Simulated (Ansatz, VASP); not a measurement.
**ScAl3: VASP beside Ansatz**

Contents of INCAR:

```
SYSTEM = ScAl3
  PREC = Accurate
  ENCUT = 520
  EDIFF = 1E-7
  ISMEAR = 0
  SIGMA = 0.15
  LREAL = .FALSE.
  LASPH = .TRUE.
  NELM = 60
  ALGO = Fast
  ISIF = 2
  LWAVE = .FALSE.
  LCHARG = .FALSE.
  GGA = PE
  NBANDS = 18
```

Contents of KPOINTS:

```
Automatic mesh
0
G
  14 14 14
  0 0 0
```

File POSCAR:

```
ScAl3
1.0
    4.1080559131      0.1067027510      0.1067027510
    0.1067027510      4.1080559131      0.1067027510
    0.1067027510      0.1067027510      4.1080559131
Sc Al
1 3
Direct
    0.0000000000      0.0000000000      0.0000000000
    0.5000000000      0.0000000000      0.5000000000
    0.0000000000      0.5000000000      0.5000000000
    0.5000000000      0.5000000000      0.0000000000
```

Input for Ansatz:

```yaml
crystal:
  lattice:
    - [4.1080559131, 0.106702751, 0.106702751]
    - [0.106702751, 4.1080559131, 0.106702751]
    - [0.106702751, 0.106702751, 4.1080559131]
  atoms:
    - { symbol: Sc, position: [0.0, 0.0, 0.0] }
    - { symbol: Al, position: [0.5, 0.0, 0.5] }
    - { symbol: Al, position: [0.0, 0.5, 0.5] }
    - { symbol: Al, position: [0.5, 0.5, 0.0] }
basis:
  ecutwfc: 420
kpoints:
  mp_grid: { grid: [14, 14, 14] }
hamiltonian:
  xc: pbe
scf:
  occupations: { method: gaussian, width: 0.15 }
output:
  forces: true
  stress: true
  eigenvalues: true
```

Alike in both runs: task single point; functional PBE; k mesh 14 × 14 × 14; occupations gaussian, width 0.15 eV; no spin polarisation.

```csv
,VASP,Ansatz
version,VASP 6.6.1,Ansatz 0.2.0
potentials or method,"VASP PAW PBE potentials, release 64 (Sc_sv, Al), cutoff 520 eV","scalar-relativistic, plane waves, PAW"
valence electrons in the cell,20,20
```

Ansatz gave:

| Property | Result |
| --- | --- |
| gap on the k mesh at the Fermi level (eV) | none |
| pressure (GPa) | 0.9 |
| traceless stress, the component that is largest in VASP (GPa) | -3.72 |

Q: Estimate VASP's values.

A: gap on the k mesh at the Fermi level (eV): none; pressure (GPa): 0.9; traceless stress, the component that is largest in VASP (GPa): -3.73.

A gap of «none» marks a metal or a gap that the smearing closes.
